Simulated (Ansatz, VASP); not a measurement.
## BP in VASP and in Ansatz

```
B P
1.0
     0.00000    2.26832    2.26832
     2.26832    0.00000    2.26832
     2.26832    2.26832    0.00000
B P
1 1
Direct
  0.00000 0.00000 0.00000
  0.25000 0.25000 0.25000
```

Alike in both runs: task single point; functional HSE06; k mesh 6 × 6 × 6; no spin polarisation.

```csv
,VASP,Ansatz
version,VASP 6.6.1,Ansatz 0.2.0
potentials or method,"VASP PAW PBE potentials, release 64 (B, P)","plane waves, PAW"
plane-wave cutoff (eV),520,420
occupations,"gaussian, width 0.01 eV",fixed
valence electrons in the cell,8,8
```

Ansatz gave:

| Item | Value |
| --- | --- |
| gap on the k mesh at the Fermi level (eV) | 2.06 |
| pressure (GPa) | -1.3 |

Question: Estimate VASP's values.

Answer: gap on the k mesh at the Fermi level (eV): 2.06; pressure (GPa): -1.9.

Ansatz's warnings: stress exchange threshold loose, stress scf threshold loose.
